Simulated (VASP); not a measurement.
# Hf (Im-3m) in VASP: notebook

Runs on Hf. Level: r2SCAN. Tasks: single point.

Program: VASP 6.6.1. These are calculated values, not measurements. Logs are shortened: lines on timing, memory, paths and dates and some standing lists are left out, and cuts for length are marked.

**1. The cell of the first run**

Symmetry: Im-3m, No. 229, cubic system. Conventional cell: a = 3.610 Å, b = 3.610 Å, c = 3.610 Å, α = 90.00°, β = 90.00°, γ = 90.00°. Within 4.1 Å of Hf (site symmetry m-3m) lie 14 Hf at 3.13 to 3.61 Å.

**2. Single point, r2SCAN**

Input file POSCAR:

```
Hf
1.0
   -1.8050000000      1.8050000000      1.8050000000
    1.8050000000     -1.8050000000      1.8050000000
    1.8050000000      1.8050000000     -1.8050000000
Hf
1
Direct
    0.0000000000      0.0000000000      0.0000000000
```

Input file INCAR.step1:

```
SYSTEM = Hf
  PREC = Accurate
  ENCUT = 550
  ISMEAR = -1
  SIGMA = 0.15
  LREAL = .False.
  LASPH = .True.
  NELM = 120
  NBANDS = 11
  GGA = PE
  ALGO = Normal
  EDIFF = 1E-5
  LWAVE = .True.
  LCHARG = .False.
  GGA_COMPAT = .False.
```

Input file INCAR.step2:

```
SYSTEM = Hf
  PREC = Accurate
  ENCUT = 550
  EDIFF = 1E-6
  ISMEAR = -1
  SIGMA = 0.15
  LREAL = .False.
  LASPH = .True.
  NELM = 120
  ALGO = Normal
  ISIF = 2
  LWAVE = .False.
  LCHARG = .False.
  METAGGA = R2SCAN
  LMIXTAU = .True.
  NBANDS = 11
  ISTART = 1
  GGA_COMPAT = .False.
```

Input file KPOINTS:

```
regular mesh
0
Gamma
  3 3 3
  0 0 0
```

Potentials or basis: VASP PAW PBE potentials, release 64 (Hf_pv).

The run is started by

```
$ cat potpaw_PBE.64/Hf_pv/POTCAR > POTCAR
$ cp INCAR.step1 INCAR
$ mpirun -np 1 vasp_std > vasp.out
$ cp INCAR.step2 INCAR
$ mpirun -np 1 vasp_std > vasp.out
```

OUTCAR:

```text
SYSTEM = Hf
   PREC = Accurate
   ENCUT = 550
   EDIFF = 1E-6
   ISMEAR = -1
   LREAL = .False.
   LASPH = .True.
   NELM = 120
   ISIF = 2
   METAGGA = R2SCAN
   ISTART = 1

 ion  position               nearest neighbor table
   1  0.000  0.000  0.000-

  LATTYP: Found a body centered cubic cell.
 ALAT       =     3.6100000000

  Lattice vectors:

 A1 = (  -1.8050000000,   1.8050000000,   1.8050000000)
 A2 = (   1.8050000000,  -1.8050000000,   1.8050000000)
 A3 = (   1.8050000000,   1.8050000000,  -1.8050000000)

Analysis of symmetry for initial positions (statically):
=====================================================================
 Subroutine PRICEL returns:
 Original cell was already a primitive cell.

 Routine SETGRP: Setting up the symmetry group for a
 body centered cubic supercell.

 Subroutine GETGRP returns: Found 48 space group operations
 (whereof 48 operations were pure point group operations)
 out of a pool of 48 trial point group operations.

The static configuration has the point symmetry O_h .

Analysis of symmetry for dynamics (positions and initial velocities):
=====================================================================
 Subroutine PRICEL returns:
 Original cell was already a primitive cell.

 Routine SETGRP: Setting up the symmetry group for a
 body centered cubic supercell.

 Subroutine GETGRP returns: Found 48 space group operations
 (whereof 48 operations were pure point group operations)
 out of a pool of 48 trial point group operations.

The dynamic configuration has the point symmetry O_h .

 Subroutine INISYM returns: Found 48 space group operations
 (whereof 48 operations are pure point group operations),
 and found     1 'primitive' translations

----------------------------------------------------------------------------------------

                                     Primitive cell

  volume of cell :      23.5229

  direct lattice vectors                    reciprocal lattice vectors
    -1.805000000  1.805000000  1.805000000     0.000000000  0.277008310  0.277008310
     1.805000000 -1.805000000  1.805000000     0.277008310  0.000000000  0.277008310
     1.805000000  1.805000000 -1.805000000     0.277008310  0.277008310  0.000000000

  length of vectors
     3.126351708  3.126351708  3.126351708     0.391748909  0.391748909  0.391748909

  position of ions in fractional coordinates (direct lattice)
     0.000000000  0.000000000  0.000000000

  ion indices of the primitive-cell ions
   primitive index   ion index
                 1           1

[... 57 lines left out ...]
   ISYM   =      2    0-nonsym 1-usesym 2-fastsym
   POTIM  = 0.5000    time-step for ionic-motion
   TEBEG  =    0.0;   TEEND  =   0.0 temperature during run
   PSTRESS=    0.0 pullay stress
   NELECT =      10.0000    total number of electrons
   NUPDOWN=      -1.0000    fix difference up-down
   EMIN   =  10.00;   EMAX   =-10.00  energy-range for DOS
   EFERMI =   0.00;   METHOD = LEGACY
   ISMEAR =    -1;   SIGMA  =   0.15  broadening in eV -4-tet -1-fermi 0-gaus
   EFERMI_NEDOS =   21; number of points for ismear=-14 and -15
   IALGO  =     38    algorithm
   IMIX   =      4    mixing-type and parameters
     AMIX     =   0.40;   BMIX     =  1.00
     AMIX_MAG =   1.60;   BMIX_MAG =  1.00
  volume/ion in A,a.u.               =      23.52       158.74
  Fermi-wavevector in a.u.,A,eV,Ry     =   1.230961  2.326179 20.616432  1.515265
  Thomas-Fermi vector in A             =   2.365789
   LORBIT       =      0    0 simple, 1 ext, 2 COOP (PROOUT), +10 PAW based schemes
   METAGGA = R2SCAN    functional components
   LHFCALC =     F    Hartree Fock is set to
   AEXX    =    0.0000 exact exchange contribution
   IVDW    =     0    specifies the selected vdW correction
   LEPSILON=     F    determine dielectric tensor
   LRPA    =     F    only Hartree local field effects (RPA)
 non-spin polarized calculation
  energy-cutoff  :      550.00
  volume of cell :       23.52
 maximum number of plane-waves:       712
   NGX = 11   NGY = 11   NGZ = 11

 number of electron      10.0000001 magnetization

 Free energy of the ion-electron system (eV)
  ---------------------------------------------------
  ext. energy  EPLUGINS =         0.00000000
  ---------------------------------------------------
  free energy    TOTEN  =       -45.01905053 eV

  energy without entropy =      -44.86866145  energy(sigma->0) =      -44.94385599

 E-fermi :   4.0990     XC(G=0): -11.9176

 val. band max:        3.4727894928   @ k =   0.3333   0.3333   0.0000
 cond. band min:       4.2350757813   @ k =   0.3333   0.0000   0.0000
 fundamental gap:      0.7622862885
 Fermi energy:         4.0989592536

 k-point     1 :       0.0000    0.0000    0.0000
  band No.  band energies     occupation
      1     -27.0907      2.00000
      2     -27.0907      2.00000
      3     -27.0907      2.00000
      4      -3.0942      2.00000
      5       5.8454      0.00002
      6       5.8454      0.00002
      7       5.8454      0.00002
      8       8.5035      0.00000
      9       8.5035      0.00000
     10      16.0395      0.00000
     11      17.8284      0.00000
[... 29 lines left out ...]
 k-point     4 :      -0.3333    0.3333    0.3333
  band No.  band energies     occupation
      1     -27.5563      2.00000
      2     -27.4554      2.00000
      3     -27.4554      2.00000
      4       1.8819      2.00000
      5       2.7809      1.99969
      6       6.9862      0.00000
      7       6.9862      0.00000
      8       8.6341      0.00000
      9       9.1878      0.00000
     10      16.0386      0.00000
     11      17.2916      0.00000

------------------------ aborting loop because EDIFF is reached ----------------------------------------

  FORCE on cell =-STRESS in cart. coord.  units (eV):
  Direction    XX          YY          ZZ          XY          YZ          ZX
  --------------------------------------------------------------------------------------
  -------------------------------------------------------------------------------------
  Total       -0.8183861     -0.8183861     -0.8183861      0.0000000      0.0000000     -0.0000000
  in kB      -55.7413146    -55.7413146    -55.7413146      0.0000000      0.0000000     -0.0000000
  external PRESSURE =     -55.7413146 kB  Pullay stress =       0.0000000 kB

 VOLUME and BASIS-vectors are now :
 -----------------------------------------------------------------------------
  energy-cutoff  :      550.00
  volume of cell :       23.52
      direct lattice vectors                 reciprocal lattice vectors
    -1.805000000  1.805000000  1.805000000     0.000000000  0.277008310  0.277008310
     1.805000000 -1.805000000  1.805000000     0.277008310  0.000000000  0.277008310
     1.805000000  1.805000000 -1.805000000     0.277008310  0.277008310  0.000000000

 POSITION                                       TOTAL-FORCE (eV/Angst)
 -----------------------------------------------------------------------------------
      0.00000      0.00000      0.00000         0.000000      0.000000      0.000000
 -----------------------------------------------------------------------------------
    total drift:                               -0.000000      0.000000      0.000000

  FREE ENERGIE OF THE ION-ELECTRON SYSTEM (eV)
  ---------------------------------------------------
  free  energy   TOTEN  =       -45.0190505322 eV

  energy  without entropy=      -44.8686614547  energy(sigma->0) =      -44.94385599
```

OUTCAR.step1:

```text
SYSTEM = Hf
   PREC = Accurate
   ENCUT = 550
   ISMEAR = -1
   LREAL = .False.
   LASPH = .True.
[... 249 lines left out ...]
 -----------------------------------------------------------------------------------
      0.00000      0.00000      0.00000         0.000000      0.000000      0.000000
 -----------------------------------------------------------------------------------
    total drift:                               -0.000000      0.000000      0.000000

  FREE ENERGIE OF THE ION-ELECTRON SYSTEM (eV)
  ---------------------------------------------------
  free  energy   TOTEN  =        -9.8178691261 eV

  energy  without entropy=       -9.6554724773  energy(sigma->0) =       -9.73667080
```

It took 8.9 s on 1 thread of AMD EPYC 7R13 (Zen 3), shared host; peak memory 0.11 GiB.

What came out:

```
Free energy            : -45.0191 eV
Pressure               : -5.6 GPa
Band gap on the k mesh : zero (band 5 reaches 5.85 eV, above the bottom of band 6 at 3.47 eV)
```

Levels at points of the mesh, in eV from the Fermi level:
```csv
k point,band 1,band 2,band 3,band 4,band 5,band 6,band 7,band 8,band 9
"(0.00, 0.00, 0.00)",-31.19,-31.19,-31.19,-7.19,1.75,1.75,1.75,4.40,4.40
```

Caveat: the k points lie up to 0.82 Å⁻¹ apart; the PAW data sets were made with another functional, which shifts forces and pressure a little; spin-orbit coupling is left out, which moves the levels of the heavy elements.

**3. Single point, r2SCAN**

POSCAR is that of step 2.

Input file INCAR.step1:

```
  PREC = Accurate
  ENCUT = 550
  ISMEAR = -1
  SIGMA = 0.15
  LREAL = F
  LASPH = T
  NELM = 120
  NBANDS = 11
  GGA = PE
  ALGO = Normal
  EDIFF = 1E-5
  LWAVE = T
  LCHARG = F
  GGA_COMPAT = F
```

Input file INCAR.step2:

```
  PREC = Accurate
  ENCUT = 550
  EDIFF = 1E-6
  ISMEAR = -1
  SIGMA = 0.15
  LREAL = F
  LASPH = T
  NELM = 120
  ALGO = Normal
  ISIF = 2
  LWAVE = F
  LCHARG = T
  METAGGA = R2SCAN
  LMIXTAU = T
  LELF = T
  LVHAR = T
  NBANDS = 11
  ISTART = 1
  GGA_COMPAT = F
```

Input file KPOINTS:

```
Automatic mesh
0
Gamma
  4 4 4
```

Potentials or basis: VASP PAW PBE potentials, release 64 (Hf_pv).

The run is started by

```
$ cat potpaw_PBE.64/Hf_pv/POTCAR > POTCAR
$ cp INCAR.step1 INCAR
$ mpirun -np 1 vasp_std > vasp.out
$ cp INCAR.step2 INCAR
$ mpirun -np 1 vasp_std > vasp.out
```

It took 11 s on 1 thread of AMD EPYC 7R13 (Zen 3), shared host; peak memory 0.11 GiB.

The run converged. Its results:

```yaml
Free_energy: -45.0446 eV
Pressure: -6.7 GPa
Band_gap_on_the_k_mesh: zero (band 5 reaches 5.86 eV, above the bottom of band 6 at 3.44 eV)
```

Levels at points of the mesh, in eV from the Fermi level:
| k point | band 3 | band 4 | band 5 | band 6 | band 7 | band 8 |
| --- | --- | --- | --- | --- | --- | --- |
| (0.00, 0.00, 0.00) | -31.22 | -7.28 | 1.68 | 1.68 | 1.68 | 4.36 |
| (0.50, 0.00, 0.00) | -31.22 | -3.37 | -0.35 | 0.62 | 4.20 | 5.15 |
| (0.50, 0.50, 0.50) | -31.71 | -2.53 | -2.53 | 6.68 | 6.68 | 6.68 |

Caveat: the k points lie up to 0.62 Å⁻¹ apart; the PAW data sets were made with another functional, which shifts forces and pressure a little; spin-orbit coupling is left out, which moves the levels of the heavy elements.

**4. Single point, r2SCAN**

POSCAR is that of step 3.

Input file INCAR.step1:

```
SYSTEM = Hf
PREC = Accurate ; ENCUT = 550
ISMEAR = -1 ; SIGMA = 0.15
LREAL = .FALSE. ; LASPH = .TRUE.
NELM = 120 ; NBANDS = 11
GGA = PE ; ALGO = Normal
EDIFF = 1E-5 ; LWAVE = .TRUE.
LCHARG = .FALSE. ; GGA_COMPAT = .FALSE.
```

Input file INCAR.step2:

```
SYSTEM = Hf
PREC = Accurate ; ENCUT = 550
EDIFF = 1E-6 ; ISMEAR = -1
SIGMA = 0.15 ; LREAL = .FALSE.
LASPH = .TRUE. ; NELM = 120
ALGO = Normal ; ISIF = 2
LWAVE = .FALSE. ; LCHARG = .FALSE.
METAGGA = R2SCAN ; LMIXTAU = .TRUE.
NBANDS = 11 ; ISTART = 1
GGA_COMPAT = .FALSE.
```

Input file KPOINTS:

```
Automatic mesh
0
G
  5 5 5
  0 0 0
```

The run is started by

```
$ cat potpaw_PBE.64/Hf_pv/POTCAR > POTCAR
$ cp INCAR.step1 INCAR
$ mpirun -np 1 vasp_std > vasp.out
$ cp INCAR.step2 INCAR
$ mpirun -np 1 vasp_std > vasp.out
```

Run time: 14 s. Hardware: 1 thread of AMD EPYC 7R13 (Zen 3), shared host; peak memory 0.11 GiB.

Results (log left out):

| Quantity | Value |
| --- | --- |
| Free energy | -44.9911 eV |
| Pressure | -6.1 GPa |
| Band gap on the k mesh | zero (band 5 reaches 5.85 eV, above the bottom of band 6 at 3.40 eV) |

Levels at points of the mesh, in eV from the Fermi level:
```tsv
k point	band 2	band 3	band 4	band 5	band 6	band 7	band 8	band 9
(0.00, 0.00, 0.00)	-31.16	-31.16	-7.21	1.74	1.74	1.74	4.42	4.42
```

Caveat: the k points lie up to 0.49 Å⁻¹ apart; the PAW data sets were made with another functional, which shifts forces and pressure a little; spin-orbit coupling is left out, which moves the levels of the heavy elements.

**5. Single point, r2SCAN**

POSCAR is that of step 4.

Input file INCAR.step1:

```
SYSTEM = Hf
PREC     = Accurate       ! precision mode
ENCUT    = 550            ! plane-wave cutoff, eV
ISMEAR   = -1             ! smearing method
SIGMA    = 0.15           ! smearing width, eV
LREAL    = .FALSE.        ! projectors in reciprocal space
LASPH    = .TRUE.         ! aspherical terms in the spheres
NELM     = 120            ! most SCF steps
NBANDS   = 11             ! bands
GGA      = PE             ! functional
ALGO     = Normal         ! electronic algorithm
EDIFF    = 1E-5           ! SCF threshold, eV
LWAVE    = .TRUE.         ! write WAVECAR
LCHARG   = .FALSE.        ! write CHGCAR
GGA_COMPAT= .FALSE.
```

Input file INCAR.step2:

```
SYSTEM = Hf
PREC     = Accurate       ! precision mode
ENCUT    = 550            ! plane-wave cutoff, eV
EDIFF    = 1E-6           ! SCF threshold, eV
ISMEAR   = -1             ! smearing method
SIGMA    = 0.15           ! smearing width, eV
LREAL    = .FALSE.        ! projectors in reciprocal space
LASPH    = .TRUE.         ! aspherical terms in the spheres
NELM     = 120            ! most SCF steps
ALGO     = Normal         ! electronic algorithm
ISIF     = 2              ! what is computed and relaxed
LWAVE    = .FALSE.        ! write WAVECAR
LCHARG   = .FALSE.        ! write CHGCAR
METAGGA  = R2SCAN         ! meta-GGA
LMIXTAU  = .TRUE.       
NBANDS   = 11             ! bands
ISTART   = 1            
GGA_COMPAT= .FALSE.
```

Input file KPOINTS:

```
regular mesh
0
G
  6 6 6
  0 0 0
```

The run is started by

```
$ cat potpaw_PBE.64/Hf_pv/POTCAR > POTCAR
$ cp INCAR.step1 INCAR
$ mpirun -np 1 vasp_std > vasp.out
$ cp INCAR.step2 INCAR
$ mpirun -np 1 vasp_std > vasp.out
```

It took 19 s on 1 thread of AMD EPYC 7R13 (Zen 3), shared host; peak memory 0.11 GiB.

It converged, with:

```yaml
Free_energy: -44.9789 eV
Pressure: -4.9 GPa
Band_gap_on_the_k_mesh: zero (band 5 reaches 5.84 eV, above the bottom of band 6 at 3.47 eV)
```

Levels at points of the mesh, in eV from the Fermi level:
| k point | band 2 | band 3 | band 4 | band 5 | band 6 | band 7 | band 8 | band 9 |
| --- | --- | --- | --- | --- | --- | --- | --- | --- |
| (0.00, 0.00, 0.00) | -31.22 | -31.22 | -7.24 | 1.70 | 1.70 | 1.70 | 4.38 | 4.38 |
| (0.50, 0.00, 0.00) | -31.45 | -31.22 | -3.34 | -0.32 | 0.66 | 4.22 | 5.17 | 7.47 |
| (0.50, 0.50, 0.50) | -31.71 | -31.71 | -2.50 | -2.50 | 6.69 | 6.69 | 6.69 | 7.07 |

Caveat: the k points lie up to 0.41 Å⁻¹ apart; the PAW data sets were made with another functional, which shifts forces and pressure a little; spin-orbit coupling is left out, which moves the levels of the heavy elements.

**6. Single point, r2SCAN**

POSCAR is that of step 5.

Input file INCAR.step1:

```
ALGO = Normal
EDIFF = 1E-5
ENCUT = 550
GGA = PE
GGA_COMPAT = F
ISMEAR = -1
LASPH = T
LCHARG = F
LREAL = F
LWAVE = T
NBANDS = 11
NELM = 120
PREC = Accurate
SIGMA = 0.15
```

Input file INCAR.step2:

```
ALGO = Normal
EDIFF = 1E-6
ENCUT = 550
GGA_COMPAT = F
ISIF = 2
ISMEAR = -1
ISTART = 1
LASPH = T
LCHARG = F
LMIXTAU = T
LREAL = F
LWAVE = F
METAGGA = R2SCAN
NBANDS = 11
NELM = 120
PREC = Accurate
SIGMA = 0.15
```

Input file KPOINTS:

```
k-points
0
Gamma
  8 8 8
```

Potentials or basis: VASP PAW PBE potentials, release 64 (Hf_pv).

The run is started by

```
$ cat potpaw_PBE.64/Hf_pv/POTCAR > POTCAR
$ cp INCAR.step1 INCAR
$ mpirun -np 1 vasp_std > vasp.out
$ cp INCAR.step2 INCAR
$ mpirun -np 1 vasp_std > vasp.out
```

Wall time 28 s (1 thread of AMD EPYC 7R13 (Zen 3), shared host); peak memory 0.12 GiB.

It converged, with:

| Item | Value |
| --- | --- |
| Free energy | -44.9879 eV |
| Pressure | -5.5 GPa |
| Band gap on the k mesh | zero (band 5 reaches 5.85 eV, above the bottom of band 6 at 3.43 eV) |

Levels at points of the mesh, in eV from the Fermi level:
| k point | band 1 | band 2 | band 3 | band 4 | band 5 | band 6 | band 7 | band 8 | band 9 | band 10 |
| --- | --- | --- | --- | --- | --- | --- | --- | --- | --- | --- |
| (0.00, 0.00, 0.00) | -31.21 | -31.21 | -31.21 | -7.24 | 1.70 | 1.70 | 1.70 | 4.39 | 4.39 | 11.92 |
| (0.50, 0.00, 0.00) | -31.91 | -31.43 | -31.21 | -3.34 | -0.32 | 0.66 | 4.23 | 5.18 | 7.47 | 10.08 |
| (0.50, 0.50, 0.50) | -31.70 | -31.70 | -31.70 | -2.50 | -2.50 | 6.70 | 6.70 | 6.70 | 7.07 | 7.07 |

Caveat: the PAW data sets were made with another functional, which shifts forces and pressure a little; spin-orbit coupling is left out, which moves the levels of the heavy elements.

**7. Overview**

| k mesh | gap on the mesh (eV) | pressure (GPa) |
| --- | --- | --- |
| 3 × 3 × 3 | none | -5.6 |
| 4 × 4 × 4 | none | -6.7 |
| 5 × 5 × 5 | none | -6.1 |
| 6 × 6 × 6 | none | -4.9 |
| 8 × 8 × 8 | none | -5.5 |

Alike in all rows: task single point; level r2SCAN; potentials or basis VASP PAW PBE potentials, release 64 (Hf_pv); no spin polarisation; cell as given; cutoff (eV) 550; smearing fermi-dirac 0.15 eV.

Caveats: some runs use coarse meshes; the PAW data sets were made with another functional, which shifts forces and pressure a little; spin-orbit coupling is left out, which moves the levels of the heavy elements.

Total energies depend on the potentials used, so only differences within one code and one set of settings carry meaning.
